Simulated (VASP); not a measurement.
Set up this calculation in VASP 6.6.1, as the native input.

```yaml
Task: single point
Functional: LDA
Potentials_or_basis: VASP PAW LDA potentials, release 64 (Sc_sv)
Cutoff: 520 eV
k_mesh: 7 × 7 × 7
Occupations: fermi-dirac, width 0.05 eV
Spin: no spin polarisation
Dipole_correction: no
Further_INCAR_settings: ALGO = Normal; EDIFF = 1e-06; NBANDS = 12
```

The structure of Sc lies in POSCAR:

```
Sc
1.0
   -0.0116770000      2.2503010000      2.2952860000
    2.2484430000     -0.0235140000      2.3071230000
    2.2121240000      2.2258190000      0.0128050000
Sc
1
Direct
   -0.0081780000      0.0007790000     -0.0045000000
```

The input as run:

INCAR

```
SYSTEM = Sc
ALGO = Normal
EDIFF = 1E-6
ENCUT = 520
GGA = CA
ISIF = 2
ISMEAR = -1
LASPH = .TRUE.
LCHARG = .TRUE.
LELF = .TRUE.
LREAL = .FALSE.
LVHAR = .TRUE.
LWAVE = .FALSE.
NBANDS = 12
NELM = 100
PREC = Accurate
SIGMA = 0.05
```

KPOINTS

```
k-points
0
G
  7 7 7
  0 0 0
```

Potentials or basis: VASP PAW LDA potentials, release 64 (Sc_sv).

Launch:

```sh
$ cat potpaw_LDA.64/Sc_sv/POTCAR > POTCAR
$ mpirun -np 1 vasp_std > vasp.out
```

It gave:

The pressure is -1.7 GPa. The band gap on the k mesh is zero (an odd number of electrons rules out a gap without spin polarisation).

Run time: 28 s on 1 thread of Intel(R) Xeon(R) Platinum 8259CL CPU @ 2.50GHz (Skylake/Cascade Lake), with other jobs on the host, peak memory 0.16 GiB.
